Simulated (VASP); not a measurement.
**HfO2: single point with PBEsol**

Crystal: HfO2.

```xyz
6
Lattice="3.5580 0.0000 0.0000 0.0000 3.5580 0.0000 0.0000 0.0000 5.1719" Properties=species:S:1:pos:R:3 pbc="T T T"
Hf    0.0000    0.0000    0.0000
Hf    1.7790    1.7790    2.5859
O     0.0000    1.7790    1.0199
O     1.7790    0.0000    1.5660
O     1.7790    0.0000    4.1519
O     0.0000    1.7790    3.6059
```

| Item | Value |
| --- | --- |
| Program | VASP 6.6.1 |
| Task | single point |
| Functional | PBEsol |
| Potentials or basis | VASP PAW PBE potentials, release 64 (Hf_pv, O) |
| Cutoff | 520 eV |
| k mesh | 6 × 6 × 4 |
| Occupations | fermi-dirac, width 0.05 eV |
| Spin | non-collinear spin, zero start, spin-orbit coupling |
| Starting moments | [[0.0, 0.0, 0.0], [0.0, 0.0, 0.0], [0.0, 0.0, 0.0], [0.0, 0.0, 0.0], [0.0, 0.0, 0.0], [0.0, 0.0, 0.0]] μB |
| Dipole correction | no |
| Further INCAR settings | ALGO = Normal; EDIFF = 1e-07; NBANDS = 60 |

* Pressure: -1.3 GPa
* Largest force: 0.050 eV/Å
* Net moment: 0.00 μB per cell
* Valence electrons inside the program's atomic spheres: Hf 8.49; O 5.10

Forces in eV/Å, atoms in the order of the input:
```
Hf   0.000  0.000  0.000
Hf   0.000  0.000  0.000
O    0.000  0.000  0.050
O    0.000  0.000 -0.050
O    0.000  0.000 -0.050
O    0.000  0.000  0.050
```

Stress tensor (GPa, compression positive):
```
-1.12  0.00  0.00
 0.00 -1.12  0.00
 0.00  0.00 -1.65
```

Moments on the atoms (μB; x, y, z):
```
Hf  0.00 0.00 0.00
Hf  0.00 0.00 0.00
O   0.00 0.00 0.00
O   0.00 0.00 0.00
O   0.00 0.00 0.00
O   0.00 0.00 0.00
```

Wall time 2 min on 1 thread of Intel(R) Xeon(R) 6975P-C (Granite Rapids), with other jobs on the host, peak memory 0.39 GiB.

Caveat: the PAW data sets were made with another functional, which shifts forces and pressure a little.
